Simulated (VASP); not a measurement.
Crystal: ZnO.

```
Zn O
1.0
     3.18298    0.00000    0.00000
    -1.59149    2.75654    0.00000
     0.00000    0.00000    5.09944
Zn O
2 2
Direct
  0.66667 0.33333 0.00000
  0.33333 0.66667 0.50000
  0.33333 0.66667 0.87901
  0.66667 0.33333 0.37901
```

Base run:

```yaml
Program: VASP 6.6.1
Functional: PBE
Dispersion: D3(BJ)
Potentials_or_basis: VASP PAW PBE potentials, release 64 (Zn, O)
Cutoff: 520 eV
k_mesh: 9 × 9 × 5
Occupations: fermi-dirac, width 0.05 eV
Spin: no spin polarisation
```

Its results: band gap on the k mesh 0.88 eV; pressure 13.5 GPa; largest force 0.096 eV/Å.

Task: The run is repeated on the same cell with these changes: functional from PBE to b88 exchange, pbe correlation; dispersion from D3(BJ) to none; cutoff from 520 eV to 600 eV. What comes out?

Result: Band gap on the k mesh 0.90 eV; pressure 16.1 GPa; largest force 0.096 eV/Å.

Several settings changed at once.

Caveats: the cell stands under pressure; the PAW data sets were made with another functional, which shifts forces and pressure a little (at least some runs).

